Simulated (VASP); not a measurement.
# Si3C: single point with PBE

The system is Si3C.

```xyz
4
Lattice="2.5128 0.0000 0.0000 0.0000 2.7997 0.0000 0.0000 0.0000 7.3614" Properties=species:S:1:pos:R:3 pbc="T T T"
Si    0.0000    1.3998    1.3368
Si    0.0000    0.0000    3.6807
Si    0.0000    1.3998    6.0246
C     0.0000    0.0000    0.0000
```

The cell was built from a structure type or drawn by symmetry, and may not be a known phase.

```yaml
Program: VASP 6.6.1
Task: single point
Functional: PBE
Potentials_or_basis: VASP PAW PBE potentials, release 64 (Si, C)
Cutoff: 520 eV
k_mesh: 6 × 6 × 2
Occupations: gaussian, width 0.1 eV
Spin: no spin polarisation
Dipole_correction: no
Further_INCAR_settings: ALGO = Normal; EDIFF = 1e-06; NBANDS = 16
```

```
Pressure               : 0.1 GPa
Largest force          : 0.006 eV/Å
Band gap on the k mesh : zero (bands 8 and 9 overlap by 4.85 eV)
```

Forces on the atoms (eV/Å):
```
Si   0.000  0.000 -0.006
Si   0.000  0.000  0.000
Si   0.000  0.000  0.006
C    0.000  0.000  0.000
```

Stress tensor (GPa, compression positive):
```
-0.01  0.00  0.00
 0.00  0.37  0.00
 0.00  0.00 -0.16
```

Levels at points of the mesh, in eV from the Fermi level:
| k point | band 4 | band 5 | band 6 | band 7 | band 8 | band 9 | band 10 | band 11 | band 12 | band 13 |
| --- | --- | --- | --- | --- | --- | --- | --- | --- | --- | --- |
| (0.00, 0.00, 0.00) | -4.83 | -4.41 | -2.65 | 1.69 | 2.94 | 3.08 | 4.69 | 5.22 | 6.42 | 8.50 |
| (0.50, 0.00, 0.00) | -7.18 | -4.92 | -4.41 | -1.92 | -1.29 | 0.76 | 1.05 | 4.46 | 7.36 | 8.04 |
| (0.00, 0.50, 0.00) | -7.59 | -7.02 | -6.58 | -1.44 | -0.54 | 0.55 | 1.21 | 2.98 | 8.47 | 8.79 |
| (0.50, 0.50, 0.00) | -4.26 | -3.46 | -2.80 | -2.76 | -2.23 | -1.67 | -1.54 | 1.55 | 2.15 | 2.36 |
| (0.00, 0.00, 0.50) | -8.18 | -2.65 | -0.72 | 0.93 | 1.70 | 3.84 | 4.07 | 5.54 | 6.88 | 7.19 |
| (0.50, 0.00, 0.50) | -5.88 | -5.38 | -4.16 | -2.51 | -1.29 | -0.92 | 3.25 | 6.25 | 6.28 | 7.39 |
| (0.00, 0.50, 0.50) | -7.94 | -6.11 | -4.19 | -3.62 | -3.49 | 2.98 | 3.65 | 5.29 | 5.37 | 5.51 |
| (0.50, 0.50, 0.50) | -4.21 | -3.36 | -3.32 | -2.42 | -1.97 | -1.91 | 0.04 | 0.06 | 1.51 | 3.38 |

It took 13 s on 1 thread of AMD EPYC 9R45 96-Core Processor (Zen 5), with other jobs on the host, peak memory 0.14 GiB.

Caveat: the k points lie up to 0.43 Å⁻¹ apart, too coarse for converged energies and pressures of a metal.
